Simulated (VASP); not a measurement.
Write the native input for VASP 6.6.1 that does the following.

* Task: electric field gradients
* Functional: LDA
* Potentials or basis: VASP PAW LDA potentials, release 64 (Ta_pv, S)
* Cutoff: 400 eV
* k mesh: 9 × 9 × 5
* Occupations: fermi-dirac, width 0.03 eV
* Spin: no spin polarisation
* Dipole correction: no
* Further INCAR settings: ALGO = Normal; EDIFF = 1e-08; NBANDS = 18

The structure of TaS2 lies in POSCAR:

```
TaS2
1.0
    3.3500021206      0.0000000000      0.0000000000
   -1.6750010603      2.9011869392      0.0000000000
    0.0000000000      0.0000000000      5.9772000000
Ta S
1 2
Direct
    0.0000000000      0.0000000000      0.0000000000
    0.3333333333      0.6666666667      0.2500000000
    0.6666666667      0.3333333333      0.7500000000
```

This cell differs from its parent crystal: zz strain of +2 %.

The input as run:

INCAR

```
SYSTEM = TaS2
  ALGO = Normal
  EDIFF = 1E-8
  ENCUT = 400
  GGA = CA
  GGA_COMPAT = .False.
  ISIF = 2
  ISMEAR = -1
  LASPH = .True.
  LCHARG = .False.
  LEFG = .True.
  LREAL = .False.
  LWAVE = .False.
  NBANDS = 18
  NELM = 120
  PREC = Accurate
  SIGMA = 0.03
```

KPOINTS

```
k-points
0
Gamma
  9 9 5
  0 0 0
```

Potentials or basis: VASP PAW LDA potentials, release 64 (Ta_pv, S).

Command:

```bash
$ cat potpaw_LDA.64/Ta_pv/POTCAR potpaw_LDA.64/S/POTCAR > POTCAR
$ mpirun -np 1 vasp_std > vasp.out
```

Results of the run:

The pressure is -1.0 GPa and the largest force is 0.371 eV/Å. The band gap on the k mesh is zero (an odd number of electrons rules out a gap without spin polarisation). The largest electric field gradient by atom is Ta -146.0; S -14.5 V/Å².

Caveat: the cell differs from its parent crystal (zz strain of +2 %); without QUAD_EFG the Cq values of the log hold for a quadrupole moment of 1 mb, not for the nuclei; spin-orbit coupling is left out, which moves the levels of the heavy elements.

Run time: 16 s on 1 thread of Intel(R) Xeon(R) Platinum 8559C (Emerald Rapids) (shared host), peak memory 0.16 GiB.
